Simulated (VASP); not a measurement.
# Cu (Pm-3n) in VASP: further runs, part 2 of 2

VASP 6.6.1. The steps go on from the part before.

**4. Single point, PBE**

This run uses another cell than the first one, of 12.28 Å³/atom, 1.058 times its volume.

Input file INCAR:

```
ALGO = Fast ; EDIFF = 1E-6
ENCUT = 520 ; GGA = PE
ISIF = 2 ; ISMEAR = 0
LASPH = T ; LCHARG = F
LREAL = F ; LWAVE = F
NBANDS = 54 ; NELM = 100
PREC = Accurate ; SIGMA = 0.1
```

Input file KPOINTS:

```
k-points
0
Gamma
  8 8 8
```

Input file POSCAR:

```
Cu
1.0
    4.6137988630      0.0000000000      0.0000000000
    0.0000000000      4.6137988630      0.0000000000
    0.0000000000      0.0000000000      4.6137988630
Cu
8
Direct
    0.5000000000      0.5000000000      0.5000000000
    0.0000000000      0.0000000000      0.0000000000
    0.2500000000      0.0000000000      0.5000000000
    0.5000000000      0.2500000000      0.0000000000
    0.5000000000      0.7500000000      0.0000000000
    0.7500000000      0.0000000000      0.5000000000
    0.0000000000      0.5000000000      0.7500000000
    0.0000000000      0.5000000000      0.2500000000
```

Potentials or basis: VASP PAW PBE potentials, release 64 (Cu).

Run with:

```
cat potpaw_PBE.64/Cu/POTCAR > POTCAR
mpirun -np 1 vasp_std > vasp.out
```

OUTCAR:

```text
EDIFF = 1E-6
   ENCUT = 520
   GGA = PE
   ISIF = 2
   ISMEAR = 0
   LASPH = T
   LREAL = F
   NELM = 100
   PREC = Accurate

 ion  position               nearest neighbor table
   1  0.500  0.500  0.500-   3 2.58   4 2.58   5 2.58   6 2.58   7 2.58   8 2.58   4 2.58   5 2.58
                             3 2.58   6 2.58   7 2.58   8 2.58
   2  0.000  0.000  0.000-   3 2.58   4 2.58   5 2.58   6 2.58   7 2.58   8 2.58   3 2.58   6 2.58
                             7 2.58   8 2.58   4 2.58   5 2.58
   3  0.250  0.000  0.500-   6 2.31   6 2.31   1 2.58   2 2.58   1 2.58   2 2.58
   4  0.500  0.250  0.000-   5 2.31   5 2.31   1 2.58   1 2.58   2 2.58   2 2.58
   5  0.500  0.750  0.000-   4 2.31   4 2.31   1 2.58   1 2.58   2 2.58   2 2.58
   6  0.750  0.000  0.500-   3 2.31   3 2.31   1 2.58   2 2.58   1 2.58   2 2.58
   7  0.000  0.500  0.750-   8 2.31   8 2.31   1 2.58   2 2.58   2 2.58   1 2.58
   8  0.000  0.500  0.250-   7 2.31   7 2.31   1 2.58   2 2.58   2 2.58   1 2.58

  LATTYP: Found a simple cubic cell.
 ALAT       =     4.6137988630

  Lattice vectors:

 A1 = (   4.6137988630,   0.0000000000,   0.0000000000)
 A2 = (   0.0000000000,   4.6137988630,   0.0000000000)
 A3 = (   0.0000000000,   0.0000000000,   4.6137988630)
[... 200 lines left out ...]
      1      -1.9422      2.00000
      2       2.1189      2.00000
      3       2.1189      2.00000
      4       2.5925      2.00000
      5       3.1051      2.00000
      6       3.1051      2.00000
[... 1357 lines left out ...]
     53      15.6397      0.00000
     54      15.8202      0.00000

 [... further k-points ...]

------------------------ aborting loop because EDIFF is reached ----------------------------------------

  FORCE on cell =-STRESS in cart. coord.  units (eV):
  Direction    XX          YY          ZZ          XY          YZ          ZX
  --------------------------------------------------------------------------------------
  -------------------------------------------------------------------------------------
  Total        0.2435438      0.2435438      0.2435438     -0.0000000      0.0000000      0.0000000
  in kB        3.9729367      3.9729367      3.9729367     -0.0000000      0.0000000      0.0000000
  external PRESSURE =       3.9729367 kB  Pullay stress =       0.0000000 kB

 VOLUME and BASIS-vectors are now :
 -----------------------------------------------------------------------------
  energy-cutoff  :      520.00
  volume of cell :       98.21
      direct lattice vectors                 reciprocal lattice vectors
     4.613798863  0.000000000  0.000000000     0.216741135  0.000000000  0.000000000
     0.000000000  4.613798863  0.000000000     0.000000000  0.216741135  0.000000000
     0.000000000  0.000000000  4.613798863     0.000000000  0.000000000  0.216741135

 POSITION                                       TOTAL-FORCE (eV/Angst)
 -----------------------------------------------------------------------------------
      2.30690      2.30690      2.30690         0.000000     -0.000000     -0.000000
      0.00000      0.00000      0.00000         0.000000     -0.000000     -0.000000
      1.15345      0.00000      2.30690         0.000000     -0.000000      0.000000
      2.30690      1.15345      0.00000        -0.000000      0.000000      0.000000
      2.30690      3.46035      0.00000        -0.000000     -0.000000     -0.000000
      3.46035      0.00000      2.30690        -0.000000      0.000000     -0.000000
      0.00000      2.30690      3.46035        -0.000000      0.000000     -0.000000
      0.00000      2.30690      1.15345        -0.000000     -0.000000      0.000000
 -----------------------------------------------------------------------------------
    total drift:                                0.000000      0.000000     -0.000000

  FREE ENERGIE OF THE ION-ELECTRON SYSTEM (eV)
  ---------------------------------------------------
  free  energy   TOTEN  =       -29.0315188355 eV

  energy  without entropy=      -29.0152578571  energy(sigma->0) =      -29.02338835
```

OSZICAR:

```text
N       E                     dE             d eps       ncg     rms          rms(c)
DAV:   1     0.808391320827E+03    0.80839E+03   -0.38004E+04  3908   0.290E+03
DAV:   2     0.778924145799E+02   -0.73050E+03   -0.71173E+03  3780   0.504E+02
DAV:   3    -0.310800759922E+02   -0.10897E+03   -0.10225E+03  3816   0.242E+02
DAV:   4    -0.357268862188E+02   -0.46468E+01   -0.45965E+01  4166   0.706E+01
DAV:   5    -0.357947735354E+02   -0.67887E-01   -0.67865E-01  4352   0.911E+00    0.211E+01
RMM:   6    -0.314490778107E+02    0.43457E+01   -0.67921E+01  3983   0.959E+01    0.114E+01
RMM:   7    -0.290437977793E+02    0.24053E+01   -0.14217E+01  3930   0.476E+01    0.211E+00
RMM:   8    -0.290266872596E+02    0.17111E-01   -0.65507E-01  4153   0.372E+00    0.195E-01
RMM:   9    -0.290303946305E+02   -0.37074E-02   -0.70741E-02  4324   0.263E+00    0.165E-01
RMM:  10    -0.290312160725E+02   -0.82144E-03   -0.17384E-02  4661   0.917E-01    0.969E-02
RMM:  11    -0.290315481819E+02   -0.33211E-03   -0.32352E-03  4671   0.436E-01    0.873E-02
RMM:  12    -0.290314903112E+02    0.57871E-04   -0.72733E-04  4318   0.234E-01    0.550E-03
RMM:  13    -0.290315194645E+02   -0.29153E-04   -0.24938E-04  4662   0.806E-02    0.112E-02
RMM:  14    -0.290315187434E+02    0.72104E-06   -0.20299E-05  4025   0.358E-02    0.504E-03
RMM:  15    -0.290315188355E+02   -0.92035E-07   -0.85338E-06  3429   0.237E-02
   1 F= -.29031519E+02 E0= -.29023388E+02  d E =-.162610E-01
```

stdout:

```text
POSCAR found type information on POSCAR Cu
 POSCAR found :  1 types and       8 ions
 scaLAPACK will be used
 LDA part: xc-table for (Slater+PW92), standard interpolation
 POSCAR, INCAR and KPOINTS ok, starting setup
 FFT: planning ... GRIDC
 FFT: planning ... GRID_SOFT
 FFT: planning ... GRID
 WAVECAR not read
 entering main loop
```

It took 3.2 min on 1 thread of AMD EPYC 9R45 (Zen 5), shared host; peak memory 0.23 GiB.

Results:

```
Free energy            : -29.0315 eV
Pressure               : 0.4 GPa
Band gap on the k mesh : zero (band 44 reaches 7.95 eV, above the bottom of band 45 at 6.17 eV)
```

**5. Relaxation of cell and atoms, PBE**

Input file INCAR:

```
SYSTEM = Cu
  ALGO = Normal
  EDIFF = 1E-6
  EDIFFG = -0.04
  ENCUT = 600
  GGA = PE
  IBRION = 2
  ISIF = 3
  ISMEAR = 0
  LASPH = .TRUE.
  LCHARG = .FALSE.
  LREAL = .FALSE.
  LWAVE = .FALSE.
  NELM = 60
  NSW = 90
  PREC = Accurate
  SIGMA = 0.1
```

Input file KPOINTS:

```
k-points
0
G
  4 4 4
  0 0 0
```

Changes to POSCAR since step 4:

```diff
@@ -2,5 +2,5 @@
 1.0
-    4.6137988630      0.0000000000      0.0000000000
-    0.0000000000      4.6137988630      0.0000000000
-    0.0000000000      0.0000000000      4.6137988630
+    4.5274688734      0.0000000000      0.0000000000
+    0.0000000000      4.5274688734      0.0000000000
+    0.0000000000      0.0000000000      4.5274688734
 Cu
```

Potentials or basis: VASP PAW PBE potentials, release 64 (Cu).

Run with:

```
cat potpaw_PBE.64/Cu/POTCAR > POTCAR
mpirun -np 1 vasp_std > vasp.out
```

OUTCAR:

```text
SYSTEM = Cu
   EDIFF = 1E-6
   EDIFFG = -0.04
   ENCUT = 600
   GGA = PE
   IBRION = 2
   ISIF = 3
   ISMEAR = 0
   LASPH = .TRUE.
   LREAL = .FALSE.
   NELM = 60
   NSW = 90
   PREC = Accurate

 ion  position               nearest neighbor table
   1  0.500  0.500  0.500-   3 2.53   4 2.53   5 2.53   6 2.53   7 2.53   8 2.53   4 2.53   5 2.53
                             3 2.53   6 2.53   7 2.53   8 2.53
   2  0.000  0.000  0.000-   3 2.53   4 2.53   5 2.53   6 2.53   7 2.53   8 2.53   3 2.53   6 2.53
                             7 2.53   8 2.53   4 2.53   5 2.53
   3  0.250  0.000  0.500-   6 2.26   6 2.26   1 2.53   2 2.53   1 2.53   2 2.53   8 2.77   5 2.77
                             4 2.77   5 2.77   4 2.77   7 2.77   8 2.77   7 2.77
   4  0.500  0.250  0.000-   5 2.26   5 2.26   1 2.53   1 2.53   2 2.53   2 2.53   8 2.77   3 2.77
                             3 2.77   6 2.77   6 2.77   7 2.77   7 2.77   8 2.77
   5  0.500  0.750  0.000-   4 2.26   4 2.26   1 2.53   1 2.53   2 2.53   2 2.53   8 2.77   3 2.77
                             3 2.77   6 2.77   6 2.77   7 2.77   7 2.77   8 2.77
   6  0.750  0.000  0.500-   3 2.26   3 2.26   1 2.53   2 2.53   1 2.53   2 2.53   8 2.77   4 2.77
                             4 2.77   5 2.77   5 2.77   7 2.77   8 2.77   7 2.77
   7  0.000  0.500  0.750-   8 2.26   8 2.26   1 2.53   2 2.53   2 2.53   1 2.53   3 2.77   4 2.77
                             5 2.77   3 2.77   6 2.77   6 2.77   4 2.77   5 2.77
   8  0.000  0.500  0.250-   7 2.26   7 2.26   1 2.53   2 2.53   2 2.53   1 2.53   3 2.77   4 2.77
                             5 2.77   3 2.77   6 2.77   6 2.77   4 2.77   5 2.77

  LATTYP: Found a simple cubic cell.
 ALAT       =     4.5274688734

  Lattice vectors:

 A1 = (   4.5274688734,   0.0000000000,   0.0000000000)
 A2 = (   0.0000000000,   4.5274688734,   0.0000000000)
 A3 = (   0.0000000000,   0.0000000000,   4.5274688734)

Analysis of symmetry for initial positions (statically):
=====================================================================
 Subroutine PRICEL returns:
 Original cell was already a primitive cell.

 Routine SETGRP: Setting up the symmetry group for a
 simple cubic supercell.

 Subroutine GETGRP returns: Found 48 space group operations
 (whereof 24 operations were pure point group operations)
 out of a pool of 48 trial point group operations.

The static configuration has the point symmetry T_h .
[... 128 lines left out ...]
   EFERMI_NEDOS =   21; number of points for ismear=-14 and -15
   IALGO  =     38    algorithm
   IMIX   =      4    mixing-type and parameters
     AMIX     =   0.40;   BMIX     =  1.00
     AMIX_MAG =   1.60;   BMIX_MAG =  1.00
  volume/ion in A,a.u.               =      11.60        78.28
  Fermi-wavevector in a.u.,A,eV,Ry     =   1.608349  3.039339 35.195360  2.586786
  Thomas-Fermi vector in A             =   2.704232
   LORBIT       =      0    0 simple, 1 ext, 2 COOP (PROOUT), +10 PAW based schemes
   GGA     = PE    functional components
   LHFCALC =     F    Hartree Fock is set to
   AEXX    =    0.0000 exact exchange contribution
   IVDW    =     0    specifies the selected vdW correction
   LEPSILON=     F    determine dielectric tensor
   LRPA    =     F    only Hartree local field effects (RPA)
 conjugate gradient relaxation of ions
 non-spin polarized calculation
 Gauss-broadening in eV      SIGMA  =   0.10
  energy-cutoff  :      600.00
  volume of cell :       92.80
 maximum number of plane-waves:      3136
   NGX = 19   NGY = 19   NGZ = 19

--------------------------------------- Ionic step        1  -------------------------------------------

 number of electron      88.0000047 magnetization

 Free energy of the ion-electron system (eV)
  ---------------------------------------------------
  ext. energy  EPLUGINS =         0.00000000
  ---------------------------------------------------
  free energy    TOTEN  =       -29.00431547 eV

  energy without entropy =      -28.99816035  energy(sigma->0) =      -29.00123791

------------------------ aborting loop because EDIFF is reached ----------------------------------------

  FORCE on cell =-STRESS in cart. coord.  units (eV):
  Direction    XX          YY          ZZ          XY          YZ          ZX
  --------------------------------------------------------------------------------------
  -------------------------------------------------------------------------------------
  Total        5.4163581      5.4163581      5.4163581     -0.0000000     -0.0000000     -0.0000000
  in kB       93.5085950     93.5085950     93.5085950     -0.0000000     -0.0000000     -0.0000000
  external PRESSURE =      93.5085950 kB  Pullay stress =       0.0000000 kB
[... 71 lines left out ...]
--------------------------------------- Ionic step        3  -------------------------------------------

 number of electron      87.9999751 magnetization

 Free energy of the ion-electron system (eV)
  ---------------------------------------------------
  ext. energy  EPLUGINS =         0.00000000
  ---------------------------------------------------
  free energy    TOTEN  =       -29.16199560 eV

  energy without entropy =      -29.15588899  energy(sigma->0) =      -29.15894229

 E-fermi :   7.1004     XC(G=0): -12.4678

 val. band max:        7.0014294398   @ k =   0.0000   0.0000   0.0000
 cond. band min:       7.1232526538   @ k =   0.5000   0.5000   0.2500
 fundamental gap:      0.1218232141
 Fermi energy:         7.1003859295

 k-point     1 :       0.0000    0.0000    0.0000
  band No.  band energies     occupation
      1      -1.9585      2.00000
      2       2.0922      2.00000
      3       2.0922      2.00000
      4       2.5713      2.00000
      5       3.0739      2.00000
      6       3.0739      2.00000
[... 574 lines left out ...]
  FREE ENERGIE OF THE ION-ELECTRON SYSTEM (eV)
  ---------------------------------------------------
  free  energy   TOTEN  =       -29.1619955959 eV

  energy  without entropy=      -29.1558889901  energy(sigma->0) =      -29.15894229

 reached required accuracy - stopping structural energy minimisation
```

CONTCAR:

```text
Cu
   1.00000000000000
     4.6195508695247600    0.0000000000000000   -0.0000000000000000
    -0.0000000000000000    4.6195508695247600    0.0000000000000000
    -0.0000000000000000   -0.0000000000000000    4.6195508695247600
  Cu
     8
Direct
     0.5000000000000000    0.5000000000000000    0.5000000000000000
     0.0000000000000000    0.0000000000000000    0.0000000000000000
     0.2500000000000000    0.0000000000000000    0.5000000000000000
     0.5000000000000000    0.2500000000000000    0.0000000000000000
     0.5000000000000000    0.7500000000000000    0.0000000000000000
     0.7500000000000000    0.0000000000000000    0.5000000000000000
     0.0000000000000000    0.5000000000000000    0.7500000000000000
     0.0000000000000000    0.5000000000000000    0.2500000000000000

  0.00000000E+00  0.00000000E+00  0.00000000E+00
  0.00000000E+00  0.00000000E+00  0.00000000E+00
  0.00000000E+00  0.00000000E+00  0.00000000E+00
  0.00000000E+00  0.00000000E+00  0.00000000E+00
  0.00000000E+00  0.00000000E+00  0.00000000E+00
  0.00000000E+00  0.00000000E+00  0.00000000E+00
  0.00000000E+00  0.00000000E+00  0.00000000E+00
  0.00000000E+00  0.00000000E+00  0.00000000E+00
```

It took 2.7 min on 1 thread of AMD EPYC 9R45 (Zen 5), shared host; peak memory 0.19 GiB.

What came out:

```yaml
Free_energy: -29.1620 eV
Relaxed_volume: 12.32 Å³/atom
Relaxed_cell: a = 4.620 Å, b = 4.620 Å, c = 4.620 Å, α = 90.00°, β = 90.00°, γ = 90.00°
Space_group_after_relaxing_to_0.05_Å: Pm-3n (No. 223)
Energy_gained_by_relaxing: 19.7 meV/atom
Ionic_steps: 3
Pressure_after_relaxing: 0.0 GPa
Band_gap_on_the_k_mesh: zero (band 44 reaches 7.91 eV, above the bottom of band 45 at 6.13 eV)
```

Step by step:
```tsv
step	energy change (eV)	largest force (eV/Å)	pressure (GPa)	volume (Å³)
1	0.0000	0.0000	9.35	92.80
2	-0.1098	0.0000	-3.72	102.20
3	-0.1577	0.0000	0.02	98.58
```

Final structure:
```xyz
8
Lattice="4.6196 0.0000 0.0000 0.0000 4.6196 0.0000 0.0000 0.0000 4.6196" Properties=species:S:1:pos:R:3 pbc="T T T"
Cu    2.3098    2.3098    2.3098
Cu    0.0000    0.0000    0.0000
Cu    1.1549    0.0000    2.3098
Cu    2.3098    1.1549    0.0000
Cu    2.3098    3.4647    0.0000
Cu    3.4647    0.0000    2.3098
Cu    0.0000    2.3098    3.4647
Cu    0.0000    2.3098    1.1549
```

**6. Summary**

| task | cell | k mesh | cutoff (eV) | gap on the mesh (eV) | pressure (GPa) |
| --- | --- | --- | --- | --- | --- |
| single point | a = 4.527 Å, 8 atoms | 4 × 4 × 4 | 520 | none | 9.1 |
| single point | a = 4.609 Å, 8 atoms | 4 × 4 × 4 | 520 | none | 0.9 |
| single point | a = 4.614 Å, 8 atoms | 8 × 8 × 8 | 520 | none | 0.4 |
| relaxation of cell and atoms | relaxed from a = 4.527 Å, 8 atoms | 4 × 4 × 4 | 600 | none | 0.0 |

Alike in all rows: level PBE; potentials or basis VASP PAW PBE potentials, release 64 (Cu); no spin polarisation; smearing gaussian 0.1 eV.

Absolute energies hang on the potentials; compare differences alone.
